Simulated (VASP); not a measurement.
Wanted: the native input for a VASP 6.6.1 run.

| Item | Value |
| --- | --- |
| Task | relaxation of cell and atoms |
| Functional | RPBE |
| Dispersion | D4 |
| Potentials or basis | VASP PAW PBE potentials, release 64 (As, Mn_pv) |
| Cutoff | 600 eV |
| k mesh | 8 × 8 × 5 |
| Occupations | fermi-dirac, width 0.05 eV |
| Spin | collinear spin, ferromagnetic start |
| Starting moments | [0.0, 0.0, 4.0, 4.0] μB |
| Dipole correction | no |
| Further INCAR settings | ALGO = Normal; EDIFF = 1e-07; IBRION = 2; EDIFFG = -0.01; NSW = 60; ISIF = 3 |

The structure of MnAs lies in POSCAR:

```
MnAs
1.0
    3.7100000000      0.0000000000      0.0000000000
   -1.8550000000      3.2129542480      0.0000000000
    0.0000000000      0.0000000000      5.6910000000
As Mn
2 2
Direct
    0.6666666667      0.3333333333      0.7500000000
    0.3333333333      0.6666666667      0.2500000000
    0.0000000000      0.0000000000      0.5000000000
    0.0000000000      0.0000000000      0.0000000000
```

These files were run (other wordings do the same):

INCAR

```
  PREC = Accurate
  ENCUT = 600
  EDIFF = 1E-7
  ISMEAR = -1
  SIGMA = 0.05
  LREAL = F
  LASPH = T
  NELM = 150
  ALGO = Normal
  ISIF = 3
  LWAVE = F
  LCHARG = F
  ISPIN = 2
  MAGMOM = 0 0 4 4
  LORBIT = 11
  LMAXMIX = 4
  GGA = RP
  IVDW = 13
  IBRION = 2
  NSW = 60
  EDIFFG = -0.01
```

KPOINTS

```
regular mesh
0
Gamma
  8 8 5
```

Potentials or basis: VASP PAW PBE potentials, release 64 (As, Mn_pv).

Run with:

```console
$ cat potpaw_PBE.64/As/POTCAR potpaw_PBE.64/Mn_pv/POTCAR > POTCAR
$ mpirun -np 1 vasp_std > vasp.out
```

It gave:

```json
{
 "Relaxed volume": "15.01 Å³/atom",
 "Relaxed cell": "a = 3.564 Å, b = 3.564 Å, c = 5.459 Å, α = 90.00°, β = 90.00°, γ = 120.00°",
 "Space group after relaxing (to 0.1 Å)": "P6_3/mmc (No. 194)",
 "Energy gained by relaxing": "52.6 meV/atom",
 "Ionic steps": "7",
 "Pressure after relaxing": "0.1 GPa",
 "Net moment": "5.28 μB per cell",
 "Site moments": "As -0.11; Mn +2.72 μB",
 "Valence electrons inside the program's atomic spheres": "As 2.85; Mn 11.76",
 "Dispersion energy per atom": "-0.880 eV"
}
```

Caveat: the PAW data sets were made with another functional, which shifts forces and pressure a little; only a ferromagnetic start was run, and an antiferromagnetic order may lie lower in energy.

It took 12 min on 1 thread of Oxide Virtual Turin-like Processor, with other jobs on the host, peak memory 0.26 GiB.
